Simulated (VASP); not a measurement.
# Ga (Pm-3m) in VASP: further runs

Ga is run at these levels: PBE; tasks: relaxation of cell and atoms, single point.

Everything below comes from runs of VASP 6.6.1. Logs are shortened: lines on timing, memory, paths and dates and some standing lists are left out, and cuts for length are marked.

## Step 1: The cell of the first run

The structure is cubic, space group Pm-3m (No. 221). Conventional cell: a = 3.920 Å, b = 3.920 Å, c = 3.920 Å, α = 90.00°, β = 90.00°, γ = 90.00°. Within 3.7 Å of Ga (site symmetry 4/mmm) lie 8 Ga at 2.77 Å.

## Step 2: Relaxation of cell and atoms, PBE

The input, INCAR:

```
SYSTEM = Ga
ALGO = Normal
EDIFF = 1E-6
EDIFFG = -0.04
ENCUT = 600
GGA = PE
IBRION = 2
ISIF = 3
ISMEAR = 0
LASPH = .TRUE.
LCHARG = .FALSE.
LREAL = .FALSE.
LWAVE = .FALSE.
NELM = 60
NSW = 90
PREC = Accurate
SIGMA = 0.1
```

The input, KPOINTS:

```
k-points
0
G
  4 4 4
  0 0 0
```

The input, POSCAR:

```
Ga
1.0
    3.9202536200      0.0000000000      0.0000000000
    0.0000000000      3.9202536200      0.0000000000
    0.0000000000      0.0000000000      3.9202536200
Ga
3
Direct
    0.0000000000      0.5000000000      0.5000000000
    0.5000000000      0.0000000000      0.5000000000
    0.5000000000      0.5000000000      0.0000000000
```

Potentials or basis: VASP PAW PBE potentials, release 64 (Ga_d).

Run with:

```
$ cat potpaw_PBE.64/Ga_d/POTCAR > POTCAR
$ mpirun -np 1 vasp_std > vasp.out
```

OUTCAR:

```text
SYSTEM = Ga
   EDIFF = 1E-6
   EDIFFG = -0.04
   ENCUT = 600
   GGA = PE
   IBRION = 2
   ISIF = 3
   ISMEAR = 0
   LASPH = .TRUE.
   LREAL = .FALSE.
   NELM = 60
   NSW = 90
   PREC = Accurate

 ion  position               nearest neighbor table
   1  0.000  0.500  0.500-   2 2.77   3 2.77   3 2.77   2 2.77   2 2.77   3 2.77   3 2.77   2 2.77

   2  0.500  0.000  0.500-   1 2.77   3 2.77   3 2.77   1 2.77   3 2.77   3 2.77   1 2.77   1 2.77

   3  0.500  0.500  0.000-   1 2.77   2 2.77   1 2.77   2 2.77   2 2.77   2 2.77   1 2.77   1 2.77

  LATTYP: Found a simple cubic cell.
 ALAT       =     3.9202536200

  Lattice vectors:

 A1 = (   3.9202536200,   0.0000000000,   0.0000000000)
 A2 = (   0.0000000000,   3.9202536200,   0.0000000000)
 A3 = (   0.0000000000,   0.0000000000,   3.9202536200)

Analysis of symmetry for initial positions (statically):
=====================================================================
 Subroutine PRICEL returns:
 Original cell was already a primitive cell.

 Routine SETGRP: Setting up the symmetry group for a
 simple cubic supercell.

 Subroutine GETGRP returns: Found 48 space group operations
 (whereof 48 operations were pure point group operations)
 out of a pool of 48 trial point group operations.

The static configuration has the point symmetry O_h .

Analysis of symmetry for dynamics (positions and initial velocities):
=====================================================================
 Subroutine PRICEL returns:
 Original cell was already a primitive cell.

 Routine SETGRP: Setting up the symmetry group for a
 simple cubic supercell.

 Subroutine GETGRP returns: Found 48 space group operations
 (whereof 48 operations were pure point group operations)
 out of a pool of 48 trial point group operations.

The dynamic configuration has the point symmetry O_h .

 Subroutine INISYM returns: Found 48 space group operations
 (whereof 48 operations are pure point group operations),
 and found     1 'primitive' translations

----------------------------------------------------------------------------------------

                                     Primitive cell

  volume of cell :      60.2480

  direct lattice vectors                    reciprocal lattice vectors
     3.920253620  0.000000000  0.000000000     0.255085537  0.000000000  0.000000000
     0.000000000  3.920253620  0.000000000     0.000000000  0.255085537  0.000000000
     0.000000000  0.000000000  3.920253620     0.000000000  0.000000000  0.255085537

  length of vectors
     3.920253620  3.920253620  3.920253620     0.255085537  0.255085537  0.255085537

  position of ions in fractional coordinates (direct lattice)
     0.000000000  0.500000000  0.500000000
     0.500000000  0.000000000  0.500000000
     0.500000000  0.500000000  0.000000000

  ion indices of the primitive-cell ions
   primitive index   ion index
                 1           1
                 2           2
                 3           3

----------------------------------------------------------------------------------------

 KPOINTS: k-points

Automatic generation of k-mesh.
 Grid dimensions read from file:
 generate k-points for:    4    4    4

 Generating k-lattice:

  Cartesian coordinates                     Fractional coordinates (reciprocal lattice)
[... 40 lines left out ...]
   LNONCOLLINEAR =      F non collinear calculations
   LSORBIT =      F    spin-orbit coupling
   LASPH  =      T    aspherical Exc in radial PAW
   ENCUT  =  600.0 eV  44.10 Ry    6.64 a.u.   7.83  7.83  7.83*2*pi/ulx,y,z
   NELM   =     60;   NELMIN=  2; NELMDL= -5     # of ELM steps
   EDIFF  = 0.1E-05   stopping-criterion for ELM
   LREAL  =      F    real-space projection
   EDIFFG = -.4E-01   stopping-criterion for IOM
   NSW    =     90    number of steps for IOM
   IBRION =      2    ionic relax: 0-MD 1-quasi-New 2-CG
   NFREE  =      1    steps in history (QN), initial steepest desc. (CG)
   ISIF   =      3    stress and relaxation
   ISYM   =      2    0-nonsym 1-usesym 2-fastsym
   POTIM  = 0.5000    time-step for ionic-motion
   TEBEG  =    0.0;   TEEND  =   0.0 temperature during run
   PSTRESS=    0.0 pullay stress
   NELECT =      39.0000    total number of electrons
   NUPDOWN=      -1.0000    fix difference up-down
   EMIN   =  10.00;   EMAX   =-10.00  energy-range for DOS
   EFERMI =   0.00;   METHOD = LEGACY
   ISMEAR =     0;   SIGMA  =   0.10  broadening in eV -4-tet -1-fermi 0-gaus
   EFERMI_NEDOS =   21; number of points for ismear=-14 and -15
   IALGO  =     38    algorithm
   IMIX   =      4    mixing-type and parameters
     AMIX     =   0.40;   BMIX     =  1.00
     AMIX_MAG =   1.60;   BMIX_MAG =  1.00
  volume/ion in A,a.u.               =      20.08       135.52
  Fermi-wavevector in a.u.,A,eV,Ry     =   1.416170  2.676174 27.287012  2.005539
  Thomas-Fermi vector in A             =   2.537533
   LORBIT       =      0    0 simple, 1 ext, 2 COOP (PROOUT), +10 PAW based schemes
   GGA     = PE    functional components
   LHFCALC =     F    Hartree Fock is set to
   AEXX    =    0.0000 exact exchange contribution
   IVDW    =     0    specifies the selected vdW correction
   LEPSILON=     F    determine dielectric tensor
   LRPA    =     F    only Hartree local field effects (RPA)
 conjugate gradient relaxation of ions
 non-spin polarized calculation
 Gauss-broadening in eV      SIGMA  =   0.10
  energy-cutoff  :      600.00
  volume of cell :       60.25
 maximum number of plane-waves:      2040
 NGX is ok and might be reduce to    32
   NGX = 15   NGY = 15   NGZ = 15

--------------------------------------- Ionic step        1  -------------------------------------------

 number of electron      38.9999950 magnetization

 Free energy of the ion-electron system (eV)
  ---------------------------------------------------
  ext. energy  EPLUGINS =         0.00000000
  ---------------------------------------------------
  free energy    TOTEN  =        -8.27632366 eV

  energy without entropy =       -8.25648636  energy(sigma->0) =       -8.26640501

------------------------ aborting loop because EDIFF is reached ----------------------------------------

  FORCE on cell =-STRESS in cart. coord.  units (eV):
  Direction    XX          YY          ZZ          XY          YZ          ZX
  --------------------------------------------------------------------------------------
  -------------------------------------------------------------------------------------
  Total        0.3518564      0.3518564      0.3518564      0.0000000      0.0000000      0.0000000
  in kB        9.3569330      9.3569330      9.3569330      0.0000000      0.0000000      0.0000000
  external PRESSURE =       9.3569330 kB  Pullay stress =       0.0000000 kB

 VOLUME and BASIS-vectors are now :
 -----------------------------------------------------------------------------
  energy-cutoff  :      600.00
  volume of cell :       60.25
      direct lattice vectors                 reciprocal lattice vectors
     3.920253620  0.000000000  0.000000000     0.255085537  0.000000000  0.000000000
     0.000000000  3.920253620  0.000000000     0.000000000  0.255085537  0.000000000
     0.000000000  0.000000000  3.920253620     0.000000000  0.000000000  0.255085537

 POSITION                                       TOTAL-FORCE (eV/Angst)
 -----------------------------------------------------------------------------------
      0.00000      1.96013      1.96013         0.000000      0.000000      0.000000
      1.96013      0.00000      1.96013         0.000000      0.000000      0.000000
      1.96013      1.96013      0.00000         0.000000      0.000000      0.000000
 -----------------------------------------------------------------------------------
    total drift:                                0.000000     -0.000000     -0.000000

  FREE ENERGIE OF THE ION-ELECTRON SYSTEM (eV)
  ---------------------------------------------------
  free  energy   TOTEN  =        -8.2763236617 eV

  energy  without entropy=       -8.2564863593  energy(sigma->0) =       -8.26640501

--------------------------------------- Ionic step        2  -------------------------------------------

 number of electron      38.9999943 magnetization

 Free energy of the ion-electron system (eV)
  ---------------------------------------------------
  ext. energy  EPLUGINS =         0.00000000
  ---------------------------------------------------
  free energy    TOTEN  =        -8.27973838 eV

  energy without entropy =       -8.25932567  energy(sigma->0) =       -8.26953203

 E-fermi :   4.5875     XC(G=0): -10.4656

 val. band max:        4.5537215332   @ k =   0.2500   0.2500   0.0000
 cond. band min:       4.6585021404   @ k =   0.5000   0.5000   0.2500
 fundamental gap:      0.1047806072
 Fermi energy:         4.5875467992

 k-point     1 :       0.0000    0.0000    0.0000
  band No.  band energies     occupation
      1     -10.5537      2.00000
      2     -10.5117      2.00000
      3     -10.5117      2.00000
      4     -10.5117      2.00000
      5     -10.3562      2.00000
      6     -10.3562      2.00000
[... 249 lines left out ...]
     22       2.4179      2.00000
     23       7.7899      0.00000

------------------------ aborting loop because EDIFF is reached ----------------------------------------

  FORCE on cell =-STRESS in cart. coord.  units (eV):
  Direction    XX          YY          ZZ          XY          YZ          ZX
  --------------------------------------------------------------------------------------
  -------------------------------------------------------------------------------------
  Total        0.0390275      0.0390275      0.0390275      0.0000000      0.0000000      0.0000000
  in kB        1.0204407      1.0204407      1.0204407      0.0000000      0.0000000      0.0000000
  external PRESSURE =       1.0204407 kB  Pullay stress =       0.0000000 kB

 VOLUME and BASIS-vectors are now :
 -----------------------------------------------------------------------------
  energy-cutoff  :      600.00
  volume of cell :       61.28
      direct lattice vectors                 reciprocal lattice vectors
     3.942435050  0.000000000  0.000000000     0.253650342 -0.000000000  0.000000000
     0.000000000  3.942435050  0.000000000    -0.000000000  0.253650342 -0.000000000
    -0.000000000  0.000000000  3.942435050    -0.000000000 -0.000000000  0.253650342

 POSITION                                       TOTAL-FORCE (eV/Angst)
 -----------------------------------------------------------------------------------
     -0.00000      1.97122      1.97122        -0.000000      0.000000      0.000000
      1.97122      0.00000      1.97122         0.000000     -0.000000      0.000000
      1.97122      1.97122      0.00000         0.000000      0.000000      0.000000
 -----------------------------------------------------------------------------------
    total drift:                                0.000000     -0.000000     -0.000000

  FREE ENERGIE OF THE ION-ELECTRON SYSTEM (eV)
  ---------------------------------------------------
  free  energy   TOTEN  =        -8.2797383798 eV

  energy  without entropy=       -8.2593256736  energy(sigma->0) =       -8.26953203

 reached required accuracy - stopping structural energy minimisation
```

Run time: 41 s. Hardware: 1 thread of AMD EPYC 7R13, shared host; peak memory 0.15 GiB.

Results:

```yaml
Free_energy: -8.2797 eV
Relaxed_volume: 20.43 Å³/atom
Relaxed_cell: a = 3.942 Å, b = 3.942 Å, c = 3.942 Å, α = 90.00°, β = 90.00°, γ = 90.00°
Space_group_after_relaxing_to_0.05_Å: Pm-3m (No. 221)
Energy_gained_by_relaxing: 1.1 meV/atom
Ionic_steps: 2
Pressure_after_relaxing: 0.1 GPa
```

The path:
```
step  energy change (eV)  largest force (eV/Å)  pressure (GPa)  volume (Å³)
   1              0.0000                0.0000            0.94        60.25
   2             -0.0034                0.0000            0.10        61.28
```

Final structure:
```yaml
crystal:
  lattice:
    - [3.94244, 0.00000, 0.00000]
    - [0.00000, 3.94244, 0.00000]
    - [0.00000, 0.00000, 3.94244]
  atoms:
    - { symbol: Ga, position: [0.00000, 0.50000, 0.50000] }
    - { symbol: Ga, position: [0.50000, 0.00000, 0.50000] }
    - { symbol: Ga, position: [0.50000, 0.50000, 0.00000] }
```

Caveat: the k points lie up to 0.40 Å⁻¹ apart in the final cell.

[end of part 1 of 2]
